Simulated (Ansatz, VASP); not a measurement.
## One calculation of SiBiS2, two programs

```xyz
8
Lattice="4.5448 0.0000 0.0000 0.0000 4.5448 0.0000 0.0000 0.0000 9.2177" Properties=species:S:1:pos:R:3 pbc="T T T"
Si    2.2724    2.2724    6.9652
Si    2.2724    2.2724    2.2525
Bi    0.0000    2.2724    4.6089
Bi    2.2724    0.0000    4.6089
S     0.0000    2.2724    6.6262
S     2.2724    0.0000    6.6262
S     0.0000    2.2724    2.5916
S     2.2724    0.0000    2.5916
```

Alike in both runs: task single point; functional PBE; k mesh 4 × 4 × 2; occupations gaussian, width 0.1 eV; no spin polarisation.

|  | VASP | Ansatz |
| --- | --- | --- |
| version | VASP 6.6.1 | Ansatz 0.2.0 |
| potentials or method | VASP PAW PBE potentials, release 64 (Si, Bi_d, S), cutoff 520 eV | scalar-relativistic, plane waves, PAW |
| valence electrons in the cell | 62 | 62 |

|  | VASP | Ansatz | Ansatz less VASP |
| --- | --- | --- | --- |
| gap on the k mesh at the Fermi level (eV) | none | none | - |
| rms of the force components (eV/Å) | 5.413 | 5.606 | +0.1933 |

Atom by atom the forces differ by 0.195 eV/Å (rms over components). A gap of «none» marks a metal or a gap that the smearing closes.

Neither program's run includes spin-orbit coupling.
